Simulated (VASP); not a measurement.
A run of VASP 6.6.1 is set up as follows.

INCAR

```
SYSTEM = GaN
PREC = Accurate
ENCUT = 520
EDIFF = 1E-8
ISMEAR = 0
SIGMA = 0.01
LREAL = .FALSE.
LASPH = .TRUE.
NELM = 80
ALGO = Normal
ISIF = 2
LWAVE = .FALSE.
LCHARG = .FALSE.
IBRION = 8
NSW = 1
LEPSILON = .TRUE.
```

KPOINTS

```
regular mesh
0
G
  8 8 8
  0 0 0
```

POSCAR

```
GaN
1.0
    0.0000000000      2.1352350000      2.1352350000
    2.1352350000      0.0000000000      2.1352350000
    2.1352350000      2.1352350000      0.0000000000
Ga N
1 1
Direct
    0.0000000000      0.0000000000      0.0000000000
    0.5000000000      0.5000000000      0.5000000000
```

Potentials or basis: VASP PAW LDA potentials, release 64 (Ga_d, N).

The run is started by

```bash
$ cat potpaw_LDA.64/Ga_d/POTCAR potpaw_LDA.64/N/POTCAR > POTCAR
$ mpirun -np 1 vasp_std > vasp.out
```

Task: Estimate the electronic dielectric tensor (diagonal).

Result: 9.01.

Task: Predict the Born charges (mean of the diagonal).

Result: Ga +3.64; N -3.64 e.

Task: Predict the highest phonon frequency at Γ, LO-TO splitting left out.

Result: 171 cm⁻¹.

Born effective charge tensors (e):
atom 1, Ga
```
3.64 0.00 0.00
0.00 3.64 0.00
0.00 0.00 3.64
```
atom 2, N
```
-3.64  0.00  0.00
 0.00 -3.64  0.00
 0.00  0.00 -3.64
```

Caveat: the cell wasn't relaxed at this level first, which shifts response properties.
